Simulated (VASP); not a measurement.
Set up this calculation in VASP 6.6.1, as the native input.

| Quantity | Value |
| --- | --- |
| Task | single point |
| Functional | PBE |
| Potentials or basis | VASP PAW PBE potentials, release 64 (Cu, Si) |
| Cutoff | 520 eV |
| k mesh | 1 × 1 × 1, shifted |
| Occupations | fermi-dirac, width 0.1853 eV |
| Spin | no spin polarisation |
| Dipole correction | no |
| Further INCAR settings | LREAL = Auto; ALGO = Normal; EDIFF = 1e-07; NBANDS = 81; ISYM = 0 |

The structure of Cu5Si3 lies in POSCAR:

```
Cu5Si3
1.0
    6.0333080000     -0.0687010000      0.0339860000
   -0.0687010000      6.3113540000     -0.0708020000
    0.0339860000     -0.0708020000      5.9927160000
Cu Si
10 6
Direct
    0.5911630946      0.2859925092      0.6125740937
    0.8234685281      0.5678007088      0.4808220554
    0.5438193392      0.0832157979     -0.0443288818
    0.7281066542      0.9020823179      0.7352220261
    0.0818904803      0.2823936608      0.5035084102
    0.4727952373      0.5499730096      0.8084919709
    0.3026814775      0.9987701733      0.6903704419
    0.4013013784      0.3977946842      0.2198280430
    0.0153552803      0.7956294559      0.0531514078
    0.3189239960     -0.0193052410      0.2556056719
    0.0334511328      0.6994439516      0.7202233779
    0.6483722506      0.7230440488      0.1358312968
    0.8272975828      0.3864306453     -0.1133099705
    0.1467788474      0.2256498354     -0.0108169595
    0.3534785303      0.6832832047      0.4449006921
    0.8353521608      1.0977448017      0.2338989949
```

The input as run:

INCAR

```
SYSTEM = Cu5Si3
PREC     = Accurate       ! precision mode
ENCUT    = 520            ! plane-wave cutoff, eV
EDIFF    = 1E-7           ! SCF threshold, eV
ISMEAR   = -1             ! smearing method
SIGMA    = 0.1853         ! smearing width, eV
LREAL    = Auto         
LASPH    = .True.         ! aspherical terms in the spheres
NELM     = 60             ! most SCF steps
ALGO     = Normal         ! electronic algorithm
ISIF     = 2              ! what is computed and relaxed
LWAVE    = .False.        ! write WAVECAR
LCHARG   = .False.        ! write CHGCAR
GGA      = PE             ! functional
NBANDS   = 81             ! bands
ISYM     = 0
```

KPOINTS

```
Automatic mesh
0
Gamma
  1 1 1
  0.25 0.25 0.25
```

Potentials or basis: VASP PAW PBE potentials, release 64 (Cu, Si).

Command:

```console
$ cat potpaw_PBE.64/Cu/POTCAR potpaw_PBE.64/Si/POTCAR > POTCAR
$ mpirun -np 1 vasp_std > vasp.out
```

Results of the run:

The pressure is 4.8 GPa, the largest force is 4.114 eV/Å and the band gap on the k mesh is 0.69 eV.

Caveat: the k points lie up to 1.05 Å⁻¹ apart.

Wall time 66 s on 1 thread of Intel(R) Xeon(R) 6975P-C (Granite Rapids), on a shared host, peak memory 0.33 GiB.
